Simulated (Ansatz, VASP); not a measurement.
# One calculation of LuH2, two programs

```xyz
3
Lattice="0.0000 2.5551 2.5551 2.5551 0.0000 2.5551 2.5551 2.5551 0.0000" Properties=species:S:1:pos:R:3 pbc="T T T"
Lu    0.0000    0.0000    0.0000
H     1.2776    1.2776    1.2776
H     3.8327    3.8327    3.8327
```

Alike in both runs: task single point; functional r2SCAN; k mesh 11 × 11 × 11; occupations fermi-dirac, width 0.0244 eV; non-collinear spin, spin-orbit coupling.

|  | VASP | Ansatz |
| --- | --- | --- |
| version | VASP 6.6.1 | Ansatz 0.2.0 |
| potentials or method | VASP PAW PBE potentials, release 64 (Lu, H), cutoff 520 eV | PAW plane waves |
| valence electrons in the cell | 27 | 27 |

VASP gave:

| Property | Result |
| --- | --- |
| pressure (GPa) | -5.6 |

Question: Estimate Ansatz's values.

Answer: Pressure (GPa): -6.2.

VASP's potentials were made for PBE, not for r2SCAN. With one functional, cell and mesh, what is left measures potentials, basis and numerics.
